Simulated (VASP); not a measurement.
# SnB17N18 (a cell with a defect) in VASP: further runs

SnB17N18 (a cell with a defect) is run at these levels: PBE; tasks: single point.

Everything below comes from runs of VASP 6.6.1. Logs are shortened: lines on timing, memory, paths and dates and some standing lists are left out, and cuts for length are marked.

**1. The cell of the first run**

The cell holds a defect, 36 atoms: a = 7.465 Å, b = 7.465 Å, c = 6.495 Å, α = 90.00°, β = 90.00°, γ = 120.00°.

**2. Single point, PBE**

The input, INCAR:

```
SYSTEM = SnB17N18
PREC     = Accurate       ! precision mode
ENCUT    = 520            ! plane-wave cutoff, eV
EDIFF    = 1E-6           ! SCF threshold, eV
ISMEAR   = 0              ! smearing method
SIGMA    = 0.01           ! smearing width, eV
LREAL    = Auto         
LASPH    = .TRUE.         ! aspherical terms in the spheres
NELM     = 60             ! most SCF steps
ALGO     = Normal         ! electronic algorithm
ISIF     = 2              ! what is computed and relaxed
LWAVE    = .FALSE.        ! write WAVECAR
LCHARG   = .FALSE.        ! write CHGCAR
GGA      = PE             ! functional
NELECT   = 156.0        
NBANDS   = 102            ! bands
```

The input, KPOINTS:

```
Automatic mesh
0
Gamma
  1 1 1
  0.25 0.25 0.25
```

The input, POSCAR:

```
SnB17N18
1.0
    7.4650312844      0.0000000000      0.0000000000
   -3.7325156422      6.4649067324      0.0000000000
    0.0000000000      0.0000000000      6.4954828762
B N Sn
17 18 1
Direct
    0.0843235803      0.2075206176      0.2340242641
    0.2443837061      0.1217048415      0.7520021576
    0.0839256028      0.5402147730      0.2408795156
    0.2444466579      0.4614054519      0.7502746141
    0.0839716421      0.8744719328      0.2412181046
    0.2451831787      0.7917173447      0.8009064444
    0.4158753330      0.2072096929      0.2117263600
    0.5757440765      0.1201085175      0.7735198510
    0.4158901036      0.5390981942      0.2116466136
    0.4184994167      0.8745127791      0.2465778260
    0.5753615994      0.7938458044      0.7675400968
    0.7526165242      0.2086573829      0.2367273608
    0.9124114969      0.1253367064      0.7641242583
    0.7458833334      0.5382641069      0.2562296023
    0.9167578289      0.4613261964      0.8183547849
    0.7525396161      0.8746763896      0.2347775189
    0.9164697693      0.7937106529      0.8137456419
    0.1342637838      0.2360926800      0.7437837165
    0.1947301803      0.0968558420      0.2314046160
    0.1371344145      0.5688715418      0.8006306934
    0.1945440411      0.4296801373      0.2318264766
    0.1363084799      0.9049582898      0.7984999056
    0.1960999601      0.7639422843      0.2539933165
    0.4570714422      0.2104125183      0.7212478763
    0.5288169216      0.0981279617      0.2398778542
    0.4563915027      0.5854038095      0.7105300991
    0.5222724182      0.4266610191      0.1860670188
    0.4674351610      0.9020453001      0.8030083607
    0.5288436702      0.7623767718      0.2364687233
    0.8016016007      0.2372325527      0.7787077951
    0.8617973666      0.0969914047      0.2412196747
    0.8172363265      0.5780330206      0.8447839087
    0.8641544144      0.4288830216      0.2341912827
    0.8014368681      0.9016314138      0.7724528079
    0.8643723115      0.7670177940      0.2345608730
    0.6368119629      0.4856439589      0.5876838513
```

Potentials or basis: VASP PAW PBE potentials, release 64 (B, N, Sn_d).

On the command line:

```console
cat potpaw_PBE.64/B/POTCAR potpaw_PBE.64/N/POTCAR potpaw_PBE.64/Sn_d/POTCAR > POTCAR
mpirun -np 1 vasp_std > vasp.out
```

OUTCAR:

```text
SYSTEM = SnB17N18
   PREC = Accurate
   ENCUT = 520
   EDIFF = 1E-6
   ISMEAR = 0
   LREAL = Auto
   LASPH = .TRUE.
   NELM = 60
   ISIF = 2
   GGA = PE
   NELECT = 156.0

 ion  position               nearest neighbor table
   1  0.084  0.208  0.234-  19 1.43  21 1.44  31 1.44
   2  0.244  0.122  0.752-  24 1.40  22 1.43  18 1.45
   3  0.084  0.540  0.241-  33 1.42  21 1.43  23 1.45
   4  0.244  0.461  0.750-  26 1.40  20 1.43  18 1.46
   5  0.084  0.874  0.241-  35 1.42  19 1.44  23 1.44
   6  0.245  0.792  0.801-  22 1.44  28 1.44  20 1.44
   7  0.416  0.207  0.212-  27 1.43  19 1.44  25 1.45
   8  0.576  0.120  0.774-  24 1.40  28 1.42  30 1.46  36 2.80
   9  0.416  0.539  0.212-  27 1.42  21 1.44  29 1.45
  10  0.418  0.875  0.247-  23 1.44  29 1.44  25 1.45
  11  0.575  0.794  0.768-  26 1.40  28 1.42  34 1.46  36 2.81
  12  0.753  0.209  0.237-  33 1.42  31 1.43  25 1.45
  13  0.912  0.125  0.764-  18 1.44  30 1.44  34 1.45
  14  0.746  0.538  0.256-  33 1.48  35 1.49  27 1.52  36 2.27
  15  0.917  0.461  0.818-  32 1.41  20 1.43  30 1.47  36 2.65
  16  0.753  0.875  0.235-  35 1.42  31 1.44  29 1.45
  17  0.916  0.794  0.814-  32 1.41  22 1.42  34 1.47  36 2.65
  18  0.134  0.236  0.744-  13 1.44   2 1.45   4 1.46
  19  0.195  0.097  0.231-   1 1.43   7 1.44   5 1.44
  20  0.137  0.569  0.801-   4 1.43  15 1.43   6 1.44
  21  0.195  0.430  0.232-   3 1.43   1 1.44   9 1.44
  22  0.136  0.905  0.798-  17 1.42   2 1.43   6 1.44
  23  0.196  0.764  0.254-  10 1.44   5 1.44   3 1.45
  24  0.457  0.210  0.721-   2 1.40   8 1.40  36 2.00
  25  0.529  0.098  0.240-  10 1.45  12 1.45   7 1.45
  26  0.456  0.585  0.711-   4 1.40  11 1.40  36 2.00
  27  0.522  0.427  0.186-   9 1.42   7 1.43  14 1.52  36 2.71
  28  0.467  0.902  0.803-  11 1.42   8 1.42   6 1.44
  29  0.529  0.762  0.236-  10 1.44  16 1.45   9 1.45
  30  0.802  0.237  0.779-  13 1.44   8 1.46  15 1.47
  31  0.862  0.097  0.241-  12 1.43  16 1.44   1 1.44
  32  0.817  0.578  0.845-  15 1.41  17 1.41  36 2.04
  33  0.864  0.429  0.234-   3 1.42  12 1.42  14 1.48
  34  0.801  0.902  0.772-  13 1.45  11 1.46  17 1.47
  35  0.864  0.767  0.235-  16 1.42   5 1.42  14 1.49
  36  0.637  0.486  0.588-  26 2.00  24 2.00  32 2.04  14 2.27  17 2.65  15 2.65  27 2.71   8 2.80
                            11 2.81

  LATTYP: Found a hexagonal cell.
 ALAT       =     7.4650312844
 C/A-ratio  =     0.8701213202

  Lattice vectors:

 A1 = (   7.4650312844,   0.0000000000,   0.0000000000)
 A2 = (  -3.7325156422,   6.4649067324,   0.0000000000)
 A3 = (   0.0000000000,   0.0000000000,   6.4954828762)

Analysis of symmetry for initial positions (statically):
=====================================================================
 Subroutine PRICEL returns:
 Original cell was already a primitive cell.

 Routine SETGRP: Setting up the symmetry group for a
 hexagonal supercell.

 Subroutine GETGRP returns: Found  1 space group operations
 (whereof  1 operations were pure point group operations)
 out of a pool of 24 trial point group operations.

The static configuration has the point symmetry C_1 .

Analysis of symmetry for dynamics (positions and initial velocities):
=====================================================================
 Subroutine PRICEL returns:
 Original cell was already a primitive cell.

 Routine SETGRP: Setting up the symmetry group for a
 hexagonal supercell.

 Subroutine GETGRP returns: Found  1 space group operations
 (whereof  1 operations were pure point group operations)
 out of a pool of 24 trial point group operations.

The dynamic configuration has the point symmetry C_1 .

 Subroutine INISYM returns: Found  1 space group operations
 (whereof  1 operations are pure point group operations),
 and found     1 'primitive' translations

----------------------------------------------------------------------------------------

                                     Primitive cell

  volume of cell :     313.4768

  direct lattice vectors                    reciprocal lattice vectors
     7.465031284  0.000000000  0.000000000     0.133957911  0.077340636  0.000000000
    -3.732515642  6.464906732  0.000000000     0.000000000  0.154681273  0.000000000
     0.000000000  0.000000000  6.495482876     0.000000000  0.000000000  0.153953142

  length of vectors
     7.465031284  7.465031284  6.495482876     0.154681273  0.154681273  0.153953142

  position of ions in fractional coordinates (direct lattice)
     0.084323580  0.207520618  0.234024264
     0.244383706  0.121704841  0.752002158
     0.083925603  0.540214773  0.240879516
     0.244446658  0.461405452  0.750274614
     0.083971642  0.874471933  0.241218105
     0.245183179  0.791717345  0.800906444
[... 28 lines left out ...]
     0.864372311  0.767017794  0.234560873
     0.636811963  0.485643959  0.587683851

  ion indices of the primitive-cell ions
   primitive index   ion index
                 1           1
                 2           2
                 3           3
                 4           4
                 5           5
                 6           6
[... 28 lines left out ...]
                35          35
                36          36

----------------------------------------------------------------------------------------

 KPOINTS: Automatic mesh

Automatic generation of k-mesh.
 Grid dimensions read from file:
 generate k-points for:    1    1    1

 Generating k-lattice:

  Cartesian coordinates                     Fractional coordinates (reciprocal lattice)
     0.133957911  0.077340636  0.000000000     1.000000000 -0.000000000  0.000000000
     0.000000000  0.154681273  0.000000000     0.000000000  1.000000000  0.000000000
     0.000000000  0.000000000  0.153953142     0.000000000  0.000000000  1.000000000

  Length of vectors
     0.154681273  0.154681273  0.153953142

  Shift w.r.t. Gamma in fractional coordinates (k-lattice)
     0.250000000  0.250000000  0.250000000

 Subroutine IBZKPT returns following result:
 ===========================================

 Found      6 irreducible k-points:

 Following reciprocal coordinates:
            Coordinates               Weight
  0.250000  0.250000  0.250000      2.000000
 -0.250000  0.500000  0.250000      2.000000
  0.500000  0.250000  0.250000      2.000000
 -0.250000 -0.250000  0.250000      2.000000
  0.250000  0.500000  0.250000      2.000000
  0.500000 -0.250000  0.250000      2.000000
   k-points           NKPTS =      6   k-points in BZ     NKDIM =      6   number of bands    NBANDS=    102
   number of dos      NEDOS =    301   number of ions     NIONS =     36
   total plane-waves  NPLWV = 150528
   dimension x,y,z NGX =    56 NGY =   56 NGZ =   48
   dimension x,y,z NGXF=   112 NGYF=  112 NGZF=   96
   ions per type =              17  18   1
   NGX,Y,Z   is equivalent  to a cutoff of  12.47, 12.47, 12.29 a.u.
   NGXF,Y,Z  is equivalent  to a cutoff of  24.94, 24.94, 24.57 a.u.
 SYSTEM =  SnB17N18
   PREC   = accura    normal or accurate (medium, high low for compatibility)
   ISTART =      0    job   : 0-new  1-cont  2-samecut
   ICHARG =      2    charge: 1-file 2-atom 10-const
   ISPIN  =      1    spin polarized calculation?
   LNONCOLLINEAR =      F non collinear calculations
   LSORBIT =      F    spin-orbit coupling
   LASPH  =      T    aspherical Exc in radial PAW
   ENCUT  =  520.0 eV  38.22 Ry    6.18 a.u.  13.88 13.88 12.08*2*pi/ulx,y,z
   NELM   =     60;   NELMIN=  2; NELMDL= -5     # of ELM steps
   EDIFF  = 0.1E-05   stopping-criterion for ELM
   LREAL  =      T    real-space projection
   EDIFFG = 0.1E-04   stopping-criterion for IOM
   NSW    =      0    number of steps for IOM
   IBRION =     -1    ionic relax: 0-MD 1-quasi-New 2-CG
   NFREE  =      0    steps in history (QN), initial steepest desc. (CG)
   ISIF   =      2    stress and relaxation
   ISYM   =      2    0-nonsym 1-usesym 2-fastsym
   POTIM  = 0.5000    time-step for ionic-motion
   TEBEG  =    0.0;   TEEND  =   0.0 temperature during run
   PSTRESS=    0.0 pullay stress
   NELECT =     156.0000    total number of electrons
   NUPDOWN=      -1.0000    fix difference up-down
   EMIN   =  10.00;   EMAX   =-10.00  energy-range for DOS
   EFERMI =   0.00;   METHOD = LEGACY
   ISMEAR =     0;   SIGMA  =   0.01  broadening in eV -4-tet -1-fermi 0-gaus
   EFERMI_NEDOS =   21; number of points for ismear=-14 and -15
   IALGO  =     38    algorithm
   IMIX   =      4    mixing-type and parameters
     AMIX     =   0.40;   BMIX     =  1.00
     AMIX_MAG =   1.60;   BMIX_MAG =  1.00
  volume/ion in A,a.u.               =       8.71        58.76
  Fermi-wavevector in a.u.,A,eV,Ry     =   1.297322  2.451584 22.899223  1.683045
  Thomas-Fermi vector in A             =   2.428722
   LORBIT       =      0    0 simple, 1 ext, 2 COOP (PROOUT), +10 PAW based schemes
   GGA     = PE    functional components
   LHFCALC =     F    Hartree Fock is set to
   AEXX    =    0.0000 exact exchange contribution
   IVDW    =     0    specifies the selected vdW correction
   LEPSILON=     F    determine dielectric tensor
   LRPA    =     F    only Hartree local field effects (RPA)
 non-spin polarized calculation
 Gauss-broadening in eV      SIGMA  =   0.01
  energy-cutoff  :      520.00
  volume of cell :      313.48
 maximum number of plane-waves:      8452
   NGX = 27   NGY = 27   NGZ = 25

 number of electron     155.9999998 magnetization

 Free energy of the ion-electron system (eV)
  ---------------------------------------------------
  ext. energy  EPLUGINS =         0.00000000
  ---------------------------------------------------
  free energy    TOTEN  =      -300.34141154 eV

  energy without entropy =     -300.34141154  energy(sigma->0) =     -300.34141154

 E-fermi :   4.9005     XC(G=0): -10.5977

 val. band max:        4.8235334619   @ k =   0.5000   0.2500   0.2500
 cond. band min:       7.5180165034   @ k =  -0.2500   0.5000   0.2500
 fundamental gap:      2.6944830416
 Fermi energy:         4.9005374252

 k-point     1 :       0.2500    0.2500    0.2500
  band No.  band energies     occupation
      1     -16.0993      2.00000
      2     -16.0211      2.00000
      3     -15.8105      2.00000
      4     -15.7227      2.00000
      5     -15.6508      2.00000
      6     -14.3084      2.00000
[... 547 lines left out ...]
     89      10.0716      0.00000
     90      10.1318      0.00000
 [bands above 90 left out]

------------------------ aborting loop because EDIFF is reached ----------------------------------------

  FORCE on cell =-STRESS in cart. coord.  units (eV):
  Direction    XX          YY          ZZ          XY          YZ          ZX
  --------------------------------------------------------------------------------------
  -------------------------------------------------------------------------------------
  Total       42.7143427     41.0928421     30.9847400      0.5219922      0.3172705      0.2107816
  in kB      218.3126856    210.0252079    158.3627738      2.6678980      1.6215672      1.0773033
  external PRESSURE =     195.5668891 kB  Pullay stress =       0.0000000 kB

 VOLUME and BASIS-vectors are now :
 -----------------------------------------------------------------------------
  energy-cutoff  :      520.00
  volume of cell :      313.48
      direct lattice vectors                 reciprocal lattice vectors
     7.465031284  0.000000000  0.000000000     0.133957911  0.077340636  0.000000000
    -3.732515642  6.464906732  0.000000000     0.000000000  0.154681273  0.000000000
     0.000000000  0.000000000  6.495482876     0.000000000  0.000000000  0.153953142

 POSITION                                       TOTAL-FORCE (eV/Angst)
 -----------------------------------------------------------------------------------
     -0.14510      1.34160      1.52010        -0.213228      0.114307      0.012136
      1.37007      0.78681      4.88462         0.084927     -0.090598      0.009497
     -1.38985      3.49244      1.56463        -0.184820      0.097993      0.007624
      0.10260      2.98294      4.87340         0.220998     -0.044960     -0.098605
     -2.63713      5.65338      1.56683        -0.143734      0.105874     -0.013610
     -1.12480      5.11838      5.20227         0.155822     -0.060671     -0.006091
[... 28 lines left out ...]
      3.58966      4.95870      1.52359         0.095657     -0.068058      0.012345
      2.94115      3.13964      3.81729         0.027485     -0.054648     -0.032781
 -----------------------------------------------------------------------------------
    total drift:                                0.009679      0.011486     -0.003185

  FREE ENERGIE OF THE ION-ELECTRON SYSTEM (eV)
  ---------------------------------------------------
  free  energy   TOTEN  =      -300.3414115420 eV

  energy  without entropy=     -300.3414115420  energy(sigma->0) =     -300.34141154
```

Wall time 14 min (1 thread of Intel Xeon 8259CL, shared host); peak memory 0.45 GiB.

What came out:

```yaml
Free_energy: -300.3414 eV
Largest_force: 0.301 eV/Å
```

Forces on the atoms (eV/Å):
```
B   -0.213  0.114  0.012
B    0.085 -0.091  0.009
B   -0.185  0.098  0.008
B    0.221 -0.045 -0.099
B   -0.144  0.106 -0.014
B    0.156 -0.061 -0.006
B   -0.136  0.122  0.052
B    0.141 -0.079  0.013
B   -0.146  0.043 -0.013
B   -0.141  0.090  0.001
B    0.214 -0.108 -0.037
B   -0.212  0.086 -0.061
B    0.105 -0.042  0.028
B   -0.139  0.052 -0.036
B    0.180 -0.038 -0.064
B   -0.163  0.121  0.022
B    0.083  0.000  0.039
N   -0.083  0.045  0.031
N    0.169 -0.151  0.001
N   -0.298  0.038  0.014
N    0.233 -0.090 -0.021
N   -0.114  0.113 -0.038
N    0.146 -0.103  0.016
N   -0.043  0.095  0.005
N    0.157 -0.080 -0.021
N   -0.109 -0.009  0.132
N    0.098 -0.011  0.026
N   -0.220  0.116 -0.061
N    0.150 -0.066  0.008
N   -0.119  0.071 -0.002
N    0.241 -0.180  0.011
N   -0.086 -0.038  0.001
N    0.165 -0.041  0.013
N   -0.117  0.044  0.049
N    0.096 -0.068  0.012
Sn   0.027 -0.055 -0.033
```

Levels at points of the mesh, in eV from the Fermi level:
```csv
k point,band 75,band 76,band 77,band 78,band 79,band 80,band 81,band 82
"(0.25, 0.25, 0.25)",-1.80,-1.65,-1.40,-0.09,2.65,2.80,3.22,3.49
```

Caveat: the cell carries a net charge on a neutralising background, which shifts energy and pressure; the cell is charged against a uniform background, so pressure and absolute levels hang on convention; spin-orbit coupling is left out, which moves the levels of the heavy elements.

[end of part 1 of 2]
